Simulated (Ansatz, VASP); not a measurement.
## Ca in VASP and in Ansatz

File INCAR:

```
ALGO = Normal ; EDIFF = 1E-6
ENCUT = 520 ; GGA = PS
ISIF = 2 ; ISMEAR = -1
LASPH = T ; LCHARG = T
LELF = T ; LREAL = F
LVHAR = T ; LWAVE = F
NBANDS = 11 ; NELM = 80
PREC = Accurate ; SIGMA = 0.05
```

KPOINTS

```
k-points
0
Gamma
  11 11 11
```

The input POSCAR:

```
Ca
1.0
    0.0000000000      2.7942000000      2.7662580000
    2.7942000000      0.0000000000      2.7662580000
    2.7942000000      2.7942000000      0.0000000000
Ca
1
Direct
    0.0000000000      0.0000000000      0.0000000000
```

Input for Ansatz:

```yaml
crystal:
  lattice:
    - [0.0, 2.7942, 2.766258]
    - [2.7942, 0.0, 2.766258]
    - [2.7942, 2.7942, 0.0]
  atoms:
    - { symbol: Ca, position: [0.0, 0.0, 0.0] }
kpoints:
  mp_grid: { grid: [11, 11, 11] }
  band_path:
    path:
      - [0.0, 0.0, 0.0]
      - [0.0, 0.5, 0.5]
      - [0.25, 0.75, 0.5]
      - [0.0, 0.5, 0.0]
      - [0.0, 0.0, 0.0]
      - [0.5, 0.5, 0.0]
      - [0.3775380063, 0.6224619937, 0.0]
      - [-0.3775380063, 0.3775380063, 0.0]
      - [0.0, 0.0, 0.0]
    npoints: 5
scf:
  occupations: { method: fermi_dirac, width: 0.05 }
hamiltonian:
  xc: pbesol
  pseudopotentials: { kind: all_electron, lapw: { basis_error: 0.001 } }
output:
  forces: true
  stress: true
  eigenvalues: true
```

Change from the starting cell: zz strain of -1 %.

Alike in both runs: task single point; functional PBEsol; k mesh 11 × 11 × 11; occupations fermi-dirac, width 0.05 eV; no spin polarisation.

|  | VASP | Ansatz |
| --- | --- | --- |
| version | VASP 6.6.1 | Ansatz 0.2.0 |
| potentials or method | VASP PAW PBE potentials, release 64 (Ca_sv), cutoff 520 eV | all-electron LAPW, scalar-relativistic |

|  | VASP | Ansatz | Ansatz less VASP |
| --- | --- | --- | --- |
| pressure (GPa) | -1.0 | -1.0 | +0.01 |

VASP's potentials were made for PBE, not for PBEsol. Ansatz ran all-electron here, and VASP with PAW potentials.
